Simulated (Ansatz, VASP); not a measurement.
## One calculation of SnO, two programs

```
Sn O
1.0
     3.80200    0.01901    0.01901
     0.01901    3.80200    0.01901
     0.02418    0.02418    4.83600
Sn O
2 2
Direct
  0.00000 0.50000 0.23850
  0.50000 0.00000 0.76150
  0.00000 0.00000 0.00000
  0.50000 0.50000 0.00000
```

Change from the starting cell: equal xy, yz and zx shear strains of +1 %, crystal datasets.

Alike in both runs: task electric field gradients; functional PBE; k mesh 8 × 8 × 6; occupations fermi-dirac, width 0.01 eV; no spin polarisation.

```csv
,VASP,Ansatz
version,VASP 6.6.1,Ansatz 0.2.0
potentials or method,"VASP PAW PBE potentials, release 64 (Sn_d, O), cutoff 520 eV","all-electron PAW with datasets made for the crystal, scalar-relativistic"
```

```tsv
	VASP	Ansatz	Ansatz less VASP
pressure (GPa)	4.5	4.2	-0.28
traceless stress, the component that is largest in VASP (GPa)	-0.82	-0.83	-0.003
rms of the force components (eV/Å)	0.184	0.149	-0.0351
size of Vzz on the site where it differs most (V/Å²)	166.9	174.3	+7.46
```

Atom by atom the forces differ by 0.036 eV/Å (rms over components). Ansatz ran all-electron here, and VASP with PAW potentials.
